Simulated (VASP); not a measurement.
# ZnSiP2 (I-42d) in VASP: a series of runs, part 2 of 2

VASP 6.6.1.

## Step 3: Single point, PBE (18.76 Å³/atom)

This run uses another cell than the first one, of 18.76 Å³/atom.

Input file INCAR:

```
SYSTEM = ZnSiP2
PREC = Accurate
ENCUT = 500
EDIFF = 1E-6
ISMEAR = 0
SIGMA = 0.01
LREAL = .FALSE.
LASPH = .TRUE.
NELM = 120
ALGO = Normal
ISIF = 2
LWAVE = .FALSE.
LCHARG = .FALSE.
GGA = PE
NBANDS = 36
GGA_COMPAT = .FALSE.
```

Input file KPOINTS:

```
Automatic mesh
0
G
  6 6 6
  0 0 0
```

Input file POSCAR:

```
ZnSiP2
1.0
   -2.6818821070      2.6818821070      5.2164576500
    2.6818821070     -2.6818821070      5.2164576500
    2.6818821070      2.6818821070     -5.2164576500
Zn P Si
2 4 2
Direct
    0.0000000000      0.0000000000      0.0000000000
    0.7500000000      0.2500000000      0.5000000000
    0.3750000000      0.3923061802      0.5173061802
    0.1423061802      0.6250000000      0.0173061802
    0.8750000000      0.8576938198      0.4826938198
    0.6076938198      0.1250000000     -0.0173061802
    0.5000000000      0.5000000000      0.0000000000
    0.2500000000      0.7500000000      0.5000000000
```

Potentials or basis: VASP PAW PBE potentials, release 64 (Zn, P, Si).

Launch:

```bash
> cat potpaw_PBE.64/Zn/POTCAR potpaw_PBE.64/P/POTCAR potpaw_PBE.64/Si/POTCAR > POTCAR
> mpirun -np 1 vasp_std > vasp.out
```

OUTCAR:

```text
SYSTEM = ZnSiP2
   PREC = Accurate
   ENCUT = 500
   EDIFF = 1E-6
   ISMEAR = 0
   LREAL = .FALSE.
   LASPH = .TRUE.
   NELM = 120
   ISIF = 2
   GGA = PE

 ion  position               nearest neighbor table
   1  0.000  0.000  0.000-   3 2.36   4 2.36   6 2.36   5 2.36
   2  0.750  0.250  0.500-   4 2.36   3 2.36   5 2.36   6 2.36
   3  0.375  0.392  0.517-   7 2.25   8 2.25   2 2.36   1 2.36
   4  0.142  0.625  0.017-   7 2.25   8 2.25   1 2.36   2 2.36
   5  0.875  0.858  0.483-   7 2.25   8 2.25   1 2.36   2 2.36
   6  0.608  0.125  0.983-   7 2.25   8 2.25   2 2.36   1 2.36
   7  0.500  0.500  0.000-   3 2.25   4 2.25   5 2.25   6 2.25
   8  0.250  0.750  0.500-   3 2.25   4 2.25   5 2.25   6 2.25

  LATTYP: Found a body centered tetragonal cell.
 ALAT       =     5.3637642140
 C/A-ratio  =     1.9450734379

  Lattice vectors:

 A1 = (  -2.6818821070,   2.6818821070,   5.2164576500)
 A2 = (   2.6818821070,  -2.6818821070,   5.2164576500)
 A3 = (   2.6818821070,   2.6818821070,  -5.2164576500)

Analysis of symmetry for initial positions (statically):
=====================================================================
 Subroutine PRICEL returns:
 Original cell was already a primitive cell.

 Routine SETGRP: Setting up the symmetry group for a
 body centered tetragonal supercell.

 Subroutine GETGRP returns: Found  8 space group operations
 (whereof  4 operations were pure point group operations)
 out of a pool of 16 trial point group operations.

The static configuration has the point symmetry S_4 .
 The point group associated with its full space group is D_2d.

Analysis of symmetry for dynamics (positions and initial velocities):
=====================================================================
 Subroutine PRICEL returns:
 Original cell was already a primitive cell.

 Routine SETGRP: Setting up the symmetry group for a
 body centered tetragonal supercell.

 Subroutine GETGRP returns: Found  8 space group operations
 (whereof  4 operations were pure point group operations)
 out of a pool of 16 trial point group operations.

The dynamic configuration has the point symmetry S_4 .
 The point group associated with its full space group is D_2d.

 Subroutine INISYM returns: Found  8 space group operations
 (whereof  4 operations are pure point group operations),
 and found     1 'primitive' translations

----------------------------------------------------------------------------------------

                                     Primitive cell

  volume of cell :     150.0773

  direct lattice vectors                    reciprocal lattice vectors
    -2.681882107  2.681882107  5.216457650     0.000000000  0.186436234  0.095850486
     2.681882107 -2.681882107  5.216457650     0.186436234  0.000000000  0.095850486
     2.681882107  2.681882107 -5.216457650     0.186436234  0.186436234  0.000000000

  length of vectors
     6.449528175  6.449528175  6.449528175     0.209632500  0.209632500  0.263660651

  position of ions in fractional coordinates (direct lattice)
     0.000000000  0.000000000  0.000000000
     0.750000000  0.250000000  0.500000000
     0.375000000  0.392306180  0.517306180
     0.142306180  0.625000000  0.017306180
[... 39 lines left out ...]

 Found     30 irreducible k-points:

 Following reciprocal coordinates:
            Coordinates               Weight
  0.000000  0.000000  0.000000      1.000000
  0.166667  0.000000 -0.000000      8.000000
  0.333333  0.000000 -0.000000      8.000000
  0.500000  0.000000  0.000000      4.000000
  0.166667  0.166667 -0.000000      8.000000
  0.333333  0.166667 -0.000000     16.000000
[... 16 lines left out ...]
 -0.333333 -0.333333  0.166667      8.000000
 -0.166667 -0.333333  0.166667      8.000000
 [... further k-points ...]
   k-points           NKPTS =     30   k-points in BZ     NKDIM =     30   number of bands    NBANDS=     36
   number of dos      NEDOS =    301   number of ions     NIONS =      8
   total plane-waves  NPLWV = 110592
   dimension x,y,z NGX =    48 NGY =   48 NGZ =   48
   dimension x,y,z NGXF=    96 NGYF=   96 NGZF=   96
   ions per type =               2   4   2
   NGX,Y,Z   is equivalent  to a cutoff of  12.37, 12.37, 12.37 a.u.
   NGXF,Y,Z  is equivalent  to a cutoff of  24.75, 24.75, 24.75 a.u.
 SYSTEM =  ZnSiP2
   PREC   = accura    normal or accurate (medium, high low for compatibility)
   ISTART =      0    job   : 0-new  1-cont  2-samecut
   ICHARG =      2    charge: 1-file 2-atom 10-const
   ISPIN  =      1    spin polarized calculation?
   LNONCOLLINEAR =      F non collinear calculations
   LSORBIT =      F    spin-orbit coupling
   LASPH  =      T    aspherical Exc in radial PAW
   ENCUT  =  500.0 eV  36.75 Ry    6.06 a.u.  11.76 11.76 11.76*2*pi/ulx,y,z
   NELM   =    120;   NELMIN=  2; NELMDL= -5     # of ELM steps
   EDIFF  = 0.1E-05   stopping-criterion for ELM
   LREAL  =      F    real-space projection
   EDIFFG = 0.1E-04   stopping-criterion for IOM
   NSW    =      0    number of steps for IOM
   IBRION =     -1    ionic relax: 0-MD 1-quasi-New 2-CG
   NFREE  =      0    steps in history (QN), initial steepest desc. (CG)
   ISIF   =      2    stress and relaxation
   ISYM   =      2    0-nonsym 1-usesym 2-fastsym
   POTIM  = 0.5000    time-step for ionic-motion
   TEBEG  =    0.0;   TEEND  =   0.0 temperature during run
   PSTRESS=    0.0 pullay stress
   NELECT =      52.0000    total number of electrons
   NUPDOWN=      -1.0000    fix difference up-down
   EMIN   =  10.00;   EMAX   =-10.00  energy-range for DOS
   EFERMI =   0.00;   METHOD = LEGACY
   ISMEAR =     0;   SIGMA  =   0.01  broadening in eV -4-tet -1-fermi 0-gaus
   EFERMI_NEDOS =   21; number of points for ismear=-14 and -15
   IALGO  =     38    algorithm
   IMIX   =      4    mixing-type and parameters
     AMIX     =   0.40;   BMIX     =  1.00
     AMIX_MAG =   1.60;   BMIX_MAG =  1.00
  volume/ion in A,a.u.               =      18.76       126.60
  Fermi-wavevector in a.u.,A,eV,Ry     =   1.149840  2.172883 17.988714  1.322133
  Thomas-Fermi vector in A             =   2.286508
   LORBIT       =      0    0 simple, 1 ext, 2 COOP (PROOUT), +10 PAW based schemes
   GGA     = PE    functional components
   LHFCALC =     F    Hartree Fock is set to
   AEXX    =    0.0000 exact exchange contribution
   IVDW    =     0    specifies the selected vdW correction
   LEPSILON=     F    determine dielectric tensor
   LRPA    =     F    only Hartree local field effects (RPA)
 non-spin polarized calculation
 Gauss-broadening in eV      SIGMA  =   0.01
  energy-cutoff  :      500.00
  volume of cell :      150.08
 maximum number of plane-waves:      3824
   NGX = 23   NGY = 23   NGZ = 23

 number of electron      52.0000020 magnetization

 Free energy of the ion-electron system (eV)
  ---------------------------------------------------
  ext. energy  EPLUGINS =         0.00000000
  ---------------------------------------------------
  free energy    TOTEN  =       -37.16500164 eV

  energy without entropy =      -37.16500164  energy(sigma->0) =      -37.16500164

 E-fermi :   4.7604     XC(G=0):  -9.8372

 val. band max:        4.7098022387   @ k =   0.0000   0.0000   0.0000
 cond. band min:       6.0072575562   @ k =   0.0000   0.0000   0.0000
 fundamental gap:      1.2974553175
 Fermi energy:         4.7604371404

 k-point     1 :       0.0000    0.0000    0.0000
  band No.  band energies     occupation
      1      -8.3951      2.00000
      2      -5.4286      2.00000
      3      -5.4224      2.00000
      4      -5.4224      2.00000
      5      -3.9148      2.00000
      6      -2.1171      2.00000
[... 925 lines left out ...]
     35       9.4719      0.00000
     36      10.1470      0.00000

 [... further k-points ...]
[... 5 lines left out ...]
  --------------------------------------------------------------------------------------
  -------------------------------------------------------------------------------------
  Total        2.6354692      2.6354692      2.6065406      0.0000000     -0.0000000     -0.0000000
  in kB       28.1354253     28.1354253     27.8265925      0.0000000     -0.0000000     -0.0000000
  external PRESSURE =      28.0324810 kB  Pullay stress =       0.0000000 kB

 VOLUME and BASIS-vectors are now :
 -----------------------------------------------------------------------------
  energy-cutoff  :      500.00
  volume of cell :      150.08
      direct lattice vectors                 reciprocal lattice vectors
    -2.681882107  2.681882107  5.216457650     0.000000000  0.186436234  0.095850486
     2.681882107 -2.681882107  5.216457650     0.186436234  0.000000000  0.095850486
     2.681882107  2.681882107 -5.216457650     0.186436234  0.186436234  0.000000000

 POSITION                                       TOTAL-FORCE (eV/Angst)
 -----------------------------------------------------------------------------------
      0.00000      0.00000      0.00000        -0.000000      0.000000      0.000000
      0.00000      2.68188      2.60823        -0.000000      0.000000     -0.000000
      1.43377      1.34094      1.30411        -0.035312      0.000000      0.000000
      1.34094     -1.24811      3.91234        -0.000000     -0.035312      0.000000
      1.24811      1.34094      6.52057         0.035312      0.000000     -0.000000
      1.34094      3.93000     -1.30411        -0.000000      0.035312     -0.000000
      0.00000      0.00000      5.21646        -0.000000      0.000000      0.000000
      2.68188      0.00000      2.60823        -0.000000      0.000000     -0.000000
 -----------------------------------------------------------------------------------
    total drift:                               -0.000001     -0.000001     -0.000003

  FREE ENERGIE OF THE ION-ELECTRON SYSTEM (eV)
  ---------------------------------------------------
  free  energy   TOTEN  =       -37.1650016440 eV

  energy  without entropy=      -37.1650016440  energy(sigma->0) =      -37.16500164
```

It took 2.9 min on 1 thread of Intel Xeon Platinum 8488C (Sapphire Rapids), shared host; peak memory 0.39 GiB.

What came out:

```yaml
Free_energy: -37.1650 eV
Pressure: 2.8 GPa
Largest_force: 0.035 eV/Å
Band_gap_on_the_k_mesh: 1.30 eV
```

Forces in eV/Å, atoms in the order of the input:
```
Zn   0.000  0.000  0.000
Zn   0.000  0.000  0.000
P   -0.035  0.000  0.000
P    0.000 -0.035  0.000
P    0.035  0.000  0.000
P    0.000  0.035  0.000
Si   0.000  0.000  0.000
Si   0.000  0.000  0.000
```

Levels at points of the mesh, in eV from the valence-band top:
| k point | band 22 | band 23 | band 24 | band 25 | band 26 | band 27 | band 28 | band 29 | band 30 | band 31 |
| --- | --- | --- | --- | --- | --- | --- | --- | --- | --- | --- |
| (0.00, 0.00, 0.00) | -2.36 | -2.36 | -0.13 | -0.13 | 0.00 | 1.30 | 1.89 | 2.71 | 3.32 | 3.32 |
| (0.50, 0.00, 0.00) | -2.75 | -2.18 | -1.77 | -1.46 | -0.80 | 2.76 | 2.88 | 3.01 | 4.23 | 4.34 |
| (0.50, 0.50, 0.00) | -1.85 | -1.05 | -1.05 | -0.56 | -0.56 | 2.02 | 2.02 | 3.16 | 3.16 | 3.90 |
| (0.50, 0.50, 0.50) | -2.18 | -1.90 | -1.90 | -1.13 | -1.13 | 1.52 | 1.52 | 1.71 | 1.71 | 2.57 |

A k mesh can miss the band edges.
